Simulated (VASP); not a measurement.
NaMgI3:

```
Na Mg I
1.0
     5.78833    0.00000    0.00000
     0.00000    5.78833    0.00000
     0.00000    0.00000    5.78833
Na Mg I
1 1 3
Cartesian
  0.0000 0.0000 0.0000
  2.8942 2.8942 2.8942
  2.8942 2.8942 0.0000
  2.8942 0.0000 2.8942
  0.0000 2.8942 2.8942
```

Base run:

```yaml
Program: VASP 6.6.1
Functional: PBE
Potentials_or_basis: VASP PAW PBE potentials, release 64 (Na_pv, Mg, I)
Cutoff: 520 eV
k_mesh: 4 × 4 × 4
Occupations: fermi-dirac, width 0.02 eV
Spin: no spin polarisation
```

Its results: band gap on the k mesh 1.19 eV (least direct gap 1.73 eV); pressure 0.2 GPa.

The run is repeated on the same cell with these changes: functional from PBE to r2SCAN; occupations from fermi-dirac, width 0.02 eV to gaussian, width 0.01 eV. What comes out?

Band gap on the k mesh 1.79 eV (least direct gap 2.36 eV); pressure -0.1 GPa.

Caveats: spin-orbit coupling is left out, which moves the levels of the heavy elements; the PAW data sets were made with another functional, which shifts forces and pressure a little (at least some runs).

A k mesh can miss the band edges.
